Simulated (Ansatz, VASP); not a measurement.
BaTiO3 in VASP and in Ansatz

```
CELL_PARAMETERS angstrom
2.86037 1.65144 2.34605
-2.86037 1.65144 2.34605
0.00000 -3.30287 2.34605
ATOMIC_POSITIONS crystal
Ba 0.00268 0.00268 0.00268
Ti 0.51128 0.51128 0.51128
O 0.49218 0.49218 0.98559
O 0.49218 0.98559 0.49218
O 0.98559 0.49218 0.49218
```

Change from the starting cell: polar distortion scaled by 0.85 at the polar cell.

Alike in both runs: task single point; functional PBE; k mesh 6 × 6 × 6; no spin polarisation; Hubbard terms Ti d U = 4.0 eV.

```csv
,VASP,Ansatz
version,VASP 6.6.1,Ansatz 0.2.0
potentials or method,"VASP PAW PBE potentials, release 64 (Ba_sv, Ti_sv, O_h), cutoff 1340 eV","scalar-relativistic, plane waves, PAW"
occupations,"gaussian, width 0.01 eV",fixed
valence electrons in the cell,40,40
```

```csv
,VASP,Ansatz,Ansatz less VASP
gap on the k mesh at the Fermi level (eV),2.50,2.52,+0.023
least direct gap on the mesh (eV),2.85,2.86,+0.004
pressure (GPa),2.5,-0.7,-3.23
"traceless stress, the component that is largest in VASP (GPa)",-0.38,-0.15,+0.225
rms of the force components (eV/Å),0.146,0.042,-0.1044
```

The programs project onto different local orbitals, so the same U acts differently, and such runs can settle in different states. Atom by atom the forces differ by 0.188 eV/Å (rms over components).

Neither program's run includes spin-orbit coupling.
